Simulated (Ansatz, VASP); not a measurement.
## GaGe in VASP and in Ansatz

INCAR

```
ALGO = Normal
EDIFF = 1E-6
ENCUT = 520
GGA = CA
GGA_COMPAT = False
ISIF = 2
ISMEAR = -1
LASPH = True
LCHARG = True
LORBIT = 11
LORBMOM = True
LREAL = False
LSORBIT = True
LVHAR = True
LWAVE = False
MAGMOM = 0 0 0 0 0 0
NBANDS = 39
NELM = 150
PREC = Accurate
SIGMA = 0.05
```

Contents of KPOINTS:

```
k-points
0
Gamma
  6 6 6
```

POSCAR

```
GaGe
1.0
    0.0000000000      2.8978440000      2.8978440000
    2.8978440000      0.0000000000      2.8978440000
    2.8978440000      2.8978440000      0.0000000000
Ge Ga
1 1
Direct
    0.0000000000      0.0000000000      0.0000000000
    0.2500000000      0.2500000000      0.2500000000
```

input.yaml

```yaml
crystal:
  lattice:
    - [0.0, 2.897844, 2.897844]
    - [2.897844, 0.0, 2.897844]
    - [2.897844, 2.897844, 0.0]
  atoms:
    - { symbol: Ge, position: [0.0, 0.0, 0.0] }
    - { symbol: Ga, position: [0.25, 0.25, 0.25] }
hamiltonian:
  xc: lda
  pseudopotentials: { kind: paw_fr }
magnetization:
  noncollinear: true
  spin_orbit: true
kpoints:
  mp_grid: { grid: [6, 6, 6] }
  band_path:
    path:
      - [[0.0, 0.0, 0.0], [0.5, 0.0, 0.5], [0.5, 0.25, 0.75], [0.375, 0.375, 0.75], [0.0, 0.0, 0.0], [0.5, 0.5, 0.5], [0.625, 0.25, 0.625], [0.5, 0.25, 0.75], [0.5, 0.5, 0.5], [0.375, 0.375, 0.75]]
      - [[0.625, 0.25, 0.625], [0.5, 0.0, 0.5]]
    npoints: 14
scf:
  occupations: { method: fermi_dirac, width: 0.05 }
  n_extra_bands: 6
output:
  forces: true
  stress: true
  eigenvalues: true
  fatbands: false
```

Alike in both runs: functional LDA; k mesh 6 × 6 × 6; occupations fermi-dirac, width 0.05 eV; non-collinear spin, spin-orbit coupling.

|  | VASP | Ansatz |
| --- | --- | --- |
| version | VASP 6.6.1 | Ansatz 0.2.0 |
| potentials or method | VASP PAW LDA potentials, release 64 (Ge_d, Ga_d) | Ansatz PAW |
| plane-wave cutoff (eV) | 520 | 420 |
| valence electrons in the cell | 27 | 27 |
| task | single point | band structure |

Ansatz gave:

- pressure (GPa): -4.3
- net moment per atom (μB): 0.00

Estimate VASP's values.

pressure (GPa): -4.1; net moment per atom (μB): 0.00.

LDA's correlation is that of Perdew and Zunger in VASP and of Perdew and Wang (1992) in Ansatz.
